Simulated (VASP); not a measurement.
Write the native input for VASP 6.6.1 that does the following.

| Property | Result |
| --- | --- |
| Task | single point |
| Functional | PBE |
| Potentials or basis | VASP PAW PBE potentials, release 64 (Co) |
| Cutoff | 520 eV |
| k mesh | 24 × 24 × 12 |
| Occupations | gaussian, width 0.15 eV |
| Spin | collinear spin, ferromagnetic start |
| Starting moments | [1.1, 1.1] μB |
| Fixed moment | 2.2 μB |
| Dipole correction | no |
| Further INCAR settings | ALGO = Normal; EDIFF = 1e-06; NBANDS = 20 |

The structure of Co lies in POSCAR:

```
Co
1.0
    2.6858061516      0.0000000000      0.0000000000
   -1.3429030758      2.3259763569      0.0000000000
    0.0000000000      0.0000000000      4.3437604874
Co
2
Direct
    0.6666666667      0.3333333333      0.2500000000
    0.3333333333      0.6666666667      0.7500000000
```

One way to write it, as run:

INCAR

```
ALGO = Normal
EDIFF = 1E-6
ENCUT = 520
GGA = PE
ISIF = 2
ISMEAR = 0
ISPIN = 2
LASPH = T
LCHARG = T
LELF = T
LMAXMIX = 4
LORBIT = 11
LREAL = F
LVHAR = T
LWAVE = F
MAGMOM = 1.1 1.1
NBANDS = 20
NELM = 150
NUPDOWN = 2.2
PREC = Accurate
SIGMA = 0.15
```

KPOINTS

```
k-points
0
Gamma
  24 24 12
```

Potentials or basis: VASP PAW PBE potentials, release 64 (Co).

Run with:

```console
$ cat potpaw_PBE.64/Co/POTCAR > POTCAR
$ mpirun -np 1 vasp_std > vasp.out
```

Results of the run:

The pressure is -32.8 GPa. The net moment is 2.20 μB per cell and the site moments are Co +1.16 μB. The valence electrons inside the program's atomic spheres are Co 7.93.

Caveat: the cell stands under tension; the total moment is fixed, so each spin has its own Fermi level.

Run time: 2.3 min on 1 thread of AMD EPYC 9R45 96-Core Processor (Zen 5), with other jobs on the host, peak memory 0.37 GiB.
